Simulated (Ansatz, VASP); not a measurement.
## LiMgBN2 in VASP and in Ansatz

The input INCAR:

```
  PREC = Accurate
  ENCUT = 520
  EDIFF = 1E-6
  ISMEAR = 0
  SIGMA = 0.01
  LREAL = False
  LASPH = True
  NELM = 60
  ALGO = Normal
  ISIF = 2
  LWAVE = False
  LCHARG = True
  GGA = PS
  LELF = True
  LVHAR = True
  NBANDS = 17
```

KPOINTS

```
regular mesh
0
Gamma
  8 8 8
```

POSCAR

```
LiMgBN2
1.0
    5.1998520000      0.0000000000      0.0000000000
    2.3945522842      4.6156884839      0.0000000000
   -3.7972020584     -2.3078441910      2.7006615004
Li Mg B N
1 1 1 2
Direct
    0.2500000000      0.7500000000      0.5000000000
    0.7500000000      0.2500000000      0.5000000000
    0.5000000000      0.5000000000      0.0000000000
    0.6512630000      0.6512630000      0.0000000000
    0.3487370000      0.3487370000      0.0000000000
```

Input for Ansatz:

```yaml
crystal:
  lattice:
    - [5.199852, 0.0, 0.0]
    - [2.394552284223731, 4.615688483858385, 0.0]
    - [-3.79720205837933, -2.3078441910386567, 2.7006615003796584]
  atoms:
    - { symbol: Li, position: [0.24999999999999994, 0.75, 0.5] }
    - { symbol: Mg, position: [0.75, 0.25, 0.5] }
    - { symbol: B, position: [0.5, 0.5, 0.0] }
    - { symbol: "N", position: [0.651263, 0.651263, 0.0] }
    - { symbol: "N", position: [0.34873700000000013, 0.34873699999999996, 0.0] }
basis:
  ecutwfc: 462.593566181796
kpoints:
  mp_grid:
    grid: [8, 8, 8]
hamiltonian:
  xc: pbesol
  pseudopotentials:
    kind: paw
scf:
  occupations:
    method: fixed
  mixing:
    ndim: 5
output:
  eigenvalues: true
```

Alike in both runs: task single point; functional PBEsol; k mesh 8 × 8 × 8; no spin polarisation.

```csv
,VASP,Ansatz
version,VASP 6.6.1,Ansatz 0.2.0
potentials or method,"VASP PAW PBE potentials, release 64 (Li_sv, Mg, B, N), cutoff 520 eV","plane waves, PAW"
occupations,"gaussian, width 0.01 eV",fixed
valence electrons in the cell,18,26
```

|  | VASP | Ansatz | Ansatz less VASP |
| --- | --- | --- | --- |
| gap on the k mesh at the Fermi level (eV) | 2.47 | 2.47 | +0.003 |

VASP's potentials were made for PBE, not for PBEsol. VASP's potentials hold 18 valence electrons a cell and Ansatz's 26, so a difference there can come from the potentials and not from the codes.

Noted on VASP's run: the cutoff is short for stress, so the pressure is rough.
